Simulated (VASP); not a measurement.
Wanted: the native input for a VASP 6.6.1 run.

```
Task                   : single point
Functional             : PBE
Potentials or basis    : VASP PAW PBE potentials, release 64 (Ta_pv, I)
Cutoff                 : 520 eV
k mesh                 : 6 × 6 × 8
Occupations            : gaussian, width 0.1 eV
Spin                   : no spin polarisation
Dipole correction      : no
Further INCAR settings : ALGO = Normal; EDIFF = 1e-06; NBANDS = 36
```

The structure of TaI lies in POSCAR:

```
TaI
1.0
    5.9293594968      0.0000000000      0.0000000000
   -2.9646797484      5.1349759524      0.0000000000
    0.0000000000      0.0000000000      5.1005082493
Ta I
3 3
Direct
    0.5000000000      0.0000000000      0.0000000000
    0.5000000000      0.5000000000      0.0000000000
    0.0000000000      0.5000000000      0.0000000000
    0.0000000000      0.0000000000      0.0000000000
    0.3333333333      0.6666666667      0.5000000000
    0.6666666667      0.3333333333      0.5000000000
```

The input as run:

INCAR

```
SYSTEM = TaI
ALGO = Normal
EDIFF = 1E-6
ENCUT = 520
GGA = PE
ISIF = 2
ISMEAR = 0
LASPH = .True.
LCHARG = .False.
LREAL = .False.
LWAVE = .False.
NBANDS = 36
NELM = 80
PREC = Accurate
SIGMA = 0.1
```

KPOINTS

```
k-points
0
Gamma
  6 6 8
  0 0 0
```

Potentials or basis: VASP PAW PBE potentials, release 64 (Ta_pv, I).

Command:

```bash
$ cat potpaw_PBE.64/Ta_pv/POTCAR potpaw_PBE.64/I/POTCAR > POTCAR
$ mpirun -np 1 vasp_std > vasp.out
```

It gave:

The pressure is 0.0 GPa and the band gap on the k mesh is zero (band 27 reaches 7.41 eV, above the bottom of band 28 at 6.70 eV).

Caveat: spin-orbit coupling is left out, which moves the levels of the heavy elements.

Wall time 84 s on 1 thread of Intel(R) Xeon(R) 6975P-C (Granite Rapids) (shared host), peak memory 0.38 GiB.
